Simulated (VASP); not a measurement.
SiNi3:

```
Ni Si
1.0
     3.54200    0.00000    0.00000
     0.00000    3.54200    0.00000
     0.00000    0.00000    3.54200
Ni Si
3 1
Cartesian
  1.7710 1.7710 0.0000
  1.7710 0.0000 1.7710
  0.0000 1.7710 1.7710
  0.0000 0.0000 0.0000
```

Program: VASP 6.6.1. Alike in all runs: task single point; spin collinear, ferromagnetic start; cell as given; k mesh 4 × 4 × 4; cutoff (eV) 520; smearing fermi-dirac 0.05 eV. Hardware: 1 thread of Intel(R) Xeon(R) Platinum 8259CL CPU @ 2.50GHz (Skylake/Cascade Lake) (shared host).

Question: Order these runs on this cell by their wall time, lowest first.
A. level r2SCAN; potentials or basis VASP PAW PBE potentials, release 64 (Ni, Si)
B. level BLYP; potentials or basis VASP PAW PBE potentials, release 64 (Ni, Si)
C. level LDA; potentials or basis VASP PAW LDA potentials, release 64 (Ni, Si)

Answer: C (21 s), B (44 s), A (110 s).

Caveats: all runs use coarse meshes.
